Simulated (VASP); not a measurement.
Crystal: Al.

```
Al
1.0
     2.82708    0.00000    0.00000
    -1.41354    2.44832    0.00000
     0.00000    0.00000    9.18599
Al
4
Direct
  0.00000 0.00000 0.00000
  0.33333 0.66667 0.25000
  0.00000 0.00000 0.50000
  0.66667 0.33333 0.75000
```

Base run:

* Program: VASP 6.6.1
* Functional: PBEsol
* Potentials or basis: VASP PAW PBE potentials, release 64 (Al)
* Cutoff: 520 eV
* k mesh: 10 × 10 × 3
* Occupations: fermi-dirac, width 0.15 eV
* Spin: no spin polarisation

Its results: band gap on the k mesh zero (band 6 reaches 12.39 eV, above the bottom of band 7 at 6.96 eV); pressure 1.9 GPa.

Q: The run is repeated on the same cell with these changes: functional from PBEsol to BLYP; further incar settings from ALGO = Normal; EDIFF = 1e-06; NBANDS = 14 to ALGO = Normal; EDIFF = 1e-07; NBANDS = 14. What comes out?

A: Band gap on the k mesh zero (band 6 reaches 12.90 eV, above the bottom of band 7 at 7.46 eV); pressure 6.9 GPa.

Caveats: the PAW data sets were made with another functional, which shifts forces and pressure a little.
